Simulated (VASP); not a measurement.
# C (I4_1/amd) in VASP: further runs, part 2 of 2

VASP 6.6.1. Earlier steps stand in the parts before.

## Step 3: Single point, LDA (film at in-plane strain -0.005)

INCAR

```
PREC = Accurate
ENCUT = 520
EDIFF = 1E-7
ISMEAR = 0
SIGMA = 0.01
LREAL = F
LASPH = T
NELM = 100
ALGO = Normal
ISIF = 2
LWAVE = F
LCHARG = F
NBANDS = 11
```

KPOINTS

```
Automatic mesh
0
Gamma
  12 12 12
```

POSCAR

```
C
1.0
    1.7570444887      1.7570444887      0.0000000000
   -1.7570444887      1.7570444887      0.0000000000
    0.0000000000      1.7570444887      1.7682913306
C
2
Direct
    0.5000000000      0.5000000000      0.0000000000
    0.7500000000      0.2500000000      0.5000000000
```

Potentials or basis: VASP PAW LDA potentials, release 64 (C).

The run is started by

```
$ cat potpaw_LDA.64/C/POTCAR > POTCAR
$ mpirun -np 1 vasp_std > vasp.out
```

It took 24 s on 1 thread of Intel Xeon 8259CL, shared host; peak memory 0.12 GiB.

The run converged. Its results:

* Free energy: -20.2419 eV
* Pressure: 5.8 GPa
* Band gap on the k mesh: 4.14 eV, indirect (least direct gap 5.59 eV)

Stress tensor (GPa, compression positive):
```
7.84 0.00 0.00
0.00 7.84 0.00
0.00 0.00 1.65
```

Levels at points of the mesh, in eV from the valence-band top:
```tsv
k point	band 1	band 2	band 3	band 4	band 5	band 6	band 7	band 8	band 9
(0.00, 0.00, 0.00)	-21.87	-0.10	0.00	0.00	5.59	5.59	5.67	14.41	19.48
(0.50, 0.00, 0.00)	-15.80	-13.82	-2.98	-2.86	8.47	8.54	9.52	15.72	22.06
(0.50, 0.50, 0.00)	-12.88	-12.88	-6.59	-6.59	4.71	4.71	17.19	17.19	23.65
(0.00, 0.00, 0.50)	-12.98	-12.98	-6.49	-6.49	4.86	4.86	17.16	17.16	23.56
```

Caveat: the cell differs from its parent crystal (film at in-plane strain -0.005). A k mesh can miss the band edges.

## Step 4: Single point, LDA (in-plane strain +0.005, then relaxed in part)

INCAR

```
ALGO = Normal
EDIFF = 1E-6
ENCUT = 520
GGA = CA
ISIF = 2
ISMEAR = 0
LASPH = T
LCHARG = F
LREAL = F
LWAVE = F
NBANDS = 11
NELM = 100
PREC = Accurate
SIGMA = 0.01
```

KPOINTS

```
k-points
0
Gamma
  12 12 12
```

POSCAR

```
C
1.0
    1.7747032273      1.7747032273      0.0000000000
   -1.7747032273      1.7747032273      0.0000000000
    0.0000000000      1.7747032273      1.7634417353
C
2
Direct
    0.5000000000      0.5000000000      0.0000000000
    0.7500000000      0.2500000000      0.5000000000
```

The run is started by

```
$ cat potpaw_LDA.64/C/POTCAR > POTCAR
$ mpirun -np 1 vasp_std > vasp.out
```

Run time: 24 s. Hardware: 1 thread of Intel Xeon 8259CL, shared host; peak memory 0.12 GiB.

Results (log left out):

```
Free energy            : -20.2443 eV
Pressure               : -2.4 GPa
Band gap on the k mesh : 4.01 eV, indirect (least direct gap 5.49 eV)
```

Stress tensor (GPa, compression positive):
```
-4.37  0.00  0.00
 0.00 -4.37  0.00
 0.00  0.00  1.61
```

Levels at points of the mesh, in eV from the valence-band top:
```csv
k point,band 1,band 2,band 3,band 4,band 5,band 6,band 7,band 8,band 9
"(0.00, 0.00, 0.00)",-21.66,-0.10,-0.10,0.00,5.49,5.56,5.56,13.97,19.22
"(0.50, 0.00, 0.00)",-15.70,-13.66,-2.96,-2.85,8.38,8.42,9.25,15.53,21.77
"(0.50, 0.50, 0.00)",-12.86,-12.86,-6.45,-6.45,4.74,4.74,16.87,16.87,23.23
"(0.00, 0.00, 0.50)",-12.75,-12.75,-6.55,-6.55,4.59,4.59,16.90,16.90,23.32
```

Caveat: the cell differs from its parent crystal (in-plane strain +0.005, then relaxed in part).

## Step 5: Single point, LDA (in-plane strain +0.005)

INCAR

```
  ALGO = Normal
  EDIFF = 1E-7
  ENCUT = 520
  ISIF = 2
  ISMEAR = 0
  LASPH = True
  LCHARG = True
  LELF = True
  LREAL = False
  LVHAR = True
  LWAVE = False
  NBANDS = 11
  NELM = 100
  PREC = Accurate
  SIGMA = 0.01
```

KPOINTS is that of step 4.

Changes to POSCAR since step 4:

```diff
@@ -4,3 +4,3 @@
    -1.7747032273      1.7747032273      0.0000000000
-    0.0000000000      1.7747032273      1.7634417353
+    0.0000000000      1.7747032273      1.7605762364
 C
```

Potentials or basis: VASP PAW LDA potentials, release 64 (C).

The run is started by

```
$ cat potpaw_LDA.64/C/POTCAR > POTCAR
$ mpirun -np 1 vasp_std > vasp.out
```

OUTCAR:

```text
EDIFF = 1E-7
   ENCUT = 520
   ISIF = 2
   ISMEAR = 0
   LASPH = True
   LREAL = False
   NELM = 100
   PREC = Accurate

 ion  position               nearest neighbor table
   1  0.500  0.500  0.000-   2 1.53   2 1.53   2 1.53   2 1.53
   2  0.750  0.250  0.500-   1 1.53   1 1.53   1 1.53   1 1.53

  LATTYP: Found a body centered tetragonal cell.
 ALAT       =     2.5098093732
 C/A-ratio  =     1.4029561410

  Lattice vectors:

 A1 = (   1.7747032273,   0.0000000000,  -1.7605762364)
[... 515 lines left out ...]
      6      21.0887      0.00000
      7      21.4741      0.00000
      8      22.8606      0.00000
      9      31.0635      0.00000
     10      32.6796      0.00000
     11      37.6438      0.00000

 [... further k-points ...]
[... 5 lines left out ...]
  --------------------------------------------------------------------------------------
  -------------------------------------------------------------------------------------
  Total       -0.2863324     -0.2863324      0.2333863      0.0000000      0.0000000      0.0000000
  in kB      -41.3661214    -41.3661214     33.7170584      0.0000000      0.0000000      0.0000000
  external PRESSURE =     -16.3383948 kB  Pullay stress =       0.0000000 kB

 VOLUME and BASIS-vectors are now :
 -----------------------------------------------------------------------------
  energy-cutoff  :      520.00
  volume of cell :       11.09
      direct lattice vectors                 reciprocal lattice vectors
     1.774703227  1.774703227  0.000000000     0.281737246  0.281737246 -0.283997926
    -1.774703227  1.774703227  0.000000000    -0.281737246  0.281737246 -0.283997926
     0.000000000  1.774703227  1.760576236     0.000000000  0.000000000  0.567995852

 POSITION                                       TOTAL-FORCE (eV/Angst)
 -----------------------------------------------------------------------------------
      0.00000      1.77470      0.00000         0.000000     -0.000000      0.000000
      0.88735      2.66205      0.88029        -0.000000      0.000000      0.000000
 -----------------------------------------------------------------------------------
    total drift:                                0.000000     -0.000000      0.000000

  FREE ENERGIE OF THE ION-ELECTRON SYSTEM (eV)
  ---------------------------------------------------
  free  energy   TOTEN  =       -20.2439718794 eV

  energy  without entropy=      -20.2439718794  energy(sigma->0) =      -20.24397188
```

OSZICAR:

```text
N       E                     dE             d eps       ncg     rms          rms(c)
DAV:   1    -0.561286601904E+00   -0.56129E+00   -0.47937E+03  3730   0.702E+02
DAV:   2    -0.206906012017E+02   -0.20129E+02   -0.19556E+02  4767   0.130E+02
DAV:   3    -0.210957341852E+02   -0.40513E+00   -0.40416E+00  4136   0.139E+01
DAV:   4    -0.210964546886E+02   -0.72050E-03   -0.72049E-03  3896   0.750E-01
DAV:   5    -0.210964556355E+02   -0.94691E-06   -0.94692E-06  4095   0.253E-02    0.586E+00
DAV:   6    -0.204641674778E+02    0.63229E+00   -0.33746E-01  3664   0.404E+00    0.340E+00
DAV:   7    -0.202440891547E+02    0.22008E+00   -0.40054E-01  3894   0.442E+00    0.750E-01
DAV:   8    -0.202439861559E+02    0.10300E-03   -0.98160E-03  3798   0.817E-01    0.291E-02
DAV:   9    -0.202439703320E+02    0.15824E-04   -0.37063E-05  4056   0.473E-02    0.208E-02
DAV:  10    -0.202439719563E+02   -0.16243E-05   -0.22050E-06  3913   0.122E-02    0.491E-03
DAV:  11    -0.202439718794E+02    0.76911E-07   -0.92130E-08  2936   0.231E-03
   1 F= -.20243972E+02 E0= -.20243972E+02  d E =0.000000E+00
```

stdout:

```text
POSCAR found type information on POSCAR C
 POSCAR found :  1 types and       2 ions
 scaLAPACK will be used
 LDA part: xc-table for (Slater(with rela. corr.)+CA(PZ))
 , standard interpolation
 POSCAR, INCAR and KPOINTS ok, starting setup
 FFT: planning ... GRIDC
 FFT: planning ... GRID_SOFT
 FFT: planning ... GRID
 WAVECAR not read
 entering main loop
```

Run time: 25 s. Hardware: 1 thread of Intel Xeon 8259CL, shared host; peak memory 0.12 GiB.

Results:

```
Free energy            : -20.2440 eV
Pressure               : -1.6 GPa
Band gap on the k mesh : 3.97 eV, indirect (least direct gap 5.46 eV)
```

Caveat: the cell differs from its parent crystal (in-plane strain +0.005). A k mesh can miss the band edges.

## Step 6: Overview

| cell | gap on the mesh (eV) | pressure (GPa) |
| --- | --- | --- |
| a = 2.485, b = 2.485, c = 2.495 Å, angles 60.1, 60.1, 90.0°, 2 atoms | 4.11 | 5.0 |
| a = 2.485, b = 2.485, c = 2.493 Å, angles 60.1, 60.1, 90.0°, 2 atoms | 4.14 | 5.8 |
| a = 2.510, b = 2.510, c = 2.502 Å, angles 59.9, 59.9, 90.0°, 2 atoms | 4.01 | -2.4 |
| a = 2.510, b = 2.510, c = 2.500 Å, angles 59.9, 59.9, 90.0°, 2 atoms | 3.97 | -1.6 |

Alike in all rows: task single point; level LDA; potentials or basis VASP PAW LDA potentials, release 64 (C); no spin polarisation; k mesh 12 × 12 × 12; cutoff (eV) 520; smearing gaussian 0.01 eV.

Total energies depend on the potentials used, so only differences within one code and one set of settings carry meaning.
